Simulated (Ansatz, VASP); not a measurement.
## Two plane-wave programs on Si

INCAR

```
  PREC = Accurate
  ENCUT = 520
  EDIFF = 1E-8
  ISMEAR = -1
  SIGMA = 0.05
  LREAL = False
  LASPH = True
  NELM = 80
  ALGO = Normal
  ISIF = 2
  LWAVE = False
  LCHARG = False
  GGA = PE
  LEFG = True
  NBANDS = 8
```

KPOINTS

```
Automatic mesh
0
Gamma
  18 18 18
```

The input POSCAR:

```
Si
1.0
   -1.5102947414      1.5102947414      1.5102947414
    1.5102947414     -1.5102947414      1.5102947414
    1.5102947414      1.5102947414     -1.5102947414
Si
1
Direct
    0.0000000000      0.0000000000      0.0000000000
```

Input for Ansatz:

```yaml
crystal:
  lattice:
    - [-1.5102947414, 1.5102947414, 1.5102947414]
    - [1.5102947414, -1.5102947414, 1.5102947414]
    - [1.5102947414, 1.5102947414, -1.5102947414]
  atoms:
    - { symbol: Si, position: [0.0, 0.0, 0.0] }
kpoints:
  mp_grid: { grid: [18, 18, 18] }
scf:
  occupations: { method: fermi_dirac, width: 0.05 }
hamiltonian:
  xc: pbe
  pseudopotentials: { kind: paw }
output:
  forces: true
  stress: true
  eigenvalues: true
  efg: { contact_densities: true }
  write_density: true
  write_potential: true
  elf: true
  volumetric_format: npy
```

Change from the starting cell: volume scaled by 0.9405, PAW files.

Alike in both runs: task electric field gradients; functional PBE; k mesh 18 × 18 × 18; occupations fermi-dirac, width 0.05 eV; no spin polarisation.

|  | VASP | Ansatz |
| --- | --- | --- |
| version | VASP 6.6.1 | Ansatz 0.2.0 |
| potentials or method | VASP PAW PBE potentials, release 64 (Si) | PAW with Ansatz's default frozen-core files, scalar-relativistic |
| plane-wave cutoff (eV) | 520 | 420 |
| valence electrons in the cell | 4 | 4 |

|  | VASP | Ansatz | Ansatz less VASP |
| --- | --- | --- | --- |
| pressure (GPa) | 6.4 | 6.5 | +0.04 |
